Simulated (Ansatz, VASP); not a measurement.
**Two plane-wave programs on Sn**

```xyz
2
Lattice="0.0000 3.2937 3.2937 3.2937 0.0000 3.2937 3.2937 3.2937 0.0000" Properties=species:S:1:pos:R:3 pbc="T T T"
Sn    0.0000    0.0000    0.0000
Sn    1.6469    1.6469    1.6469
```

Alike in both runs: task single point; functional PBE; k mesh 12 × 12 × 12; occupations gaussian, width 0.1 eV; no spin polarisation.

|  | VASP | Ansatz |
| --- | --- | --- |
| version | VASP 6.6.1 | Ansatz 0.2.0 |
| potentials or method | VASP PAW PBE potentials, release 64 (Sn_d), cutoff 520 eV | scalar-relativistic, plane waves, PAW |
| valence electrons in the cell | 28 | 28 |

|  | VASP | Ansatz | Ansatz less VASP |
| --- | --- | --- | --- |
| gap on the k mesh at the Fermi level (eV) | none | none | - |
| pressure (GPa) | 1.1 | 1.2 | +0.07 |

A gap of «none» marks a metal or a gap that the smearing closes.
